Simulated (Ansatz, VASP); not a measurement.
**MgS: VASP beside Ansatz**

```
S Mg
1.0
     0.00000    2.80254    2.80254
     2.80254    0.00000    2.80254
     2.80254    2.80254    0.00000
S Mg
1 1
Direct
  0.50000 0.50000 0.50000
  0.00000 0.00000 0.00000
```

Change from the starting cell: volume scaled by 1.25.

Alike in both runs: functional b88 exchange, pbe correlation; k mesh 9 × 9 × 9; no spin polarisation.

|  | VASP | Ansatz |
| --- | --- | --- |
| version | VASP 6.6.1 | Ansatz 0.2.0 |
| potentials or method | VASP PAW PBE potentials, release 64 (S, Mg) | PseudoDojo standard (PBE files) |
| plane-wave cutoff (eV) | 600 | 1143 |
| occupations | gaussian, width 0.01 eV | fixed |
| valence electrons in the cell | 8 | 16 |
| task | single point | density of states |

|  | VASP | Ansatz | Ansatz less VASP |
| --- | --- | --- | --- |
| gap on the k mesh at the Fermi level (eV) | 2.25 | 2.27 | +0.021 |
| least direct gap on the mesh (eV) | 2.25 | 2.27 | +0.021 |
| pressure (GPa) | -10.0 | -9.6 | +0.33 |

VASP's potentials were made for PBE, not for b88 exchange, pbe correlation. VASP's potentials hold 8 valence electrons a cell and Ansatz's 16, so a difference there can come from the potentials and not from the codes.

Noted on Ansatz's run: the potentials were made for another functional, which shifts forces and pressure; odd divisions of the mesh miss points on the zone boundary, where band edges often lie, so the gap on the mesh can be too wide.
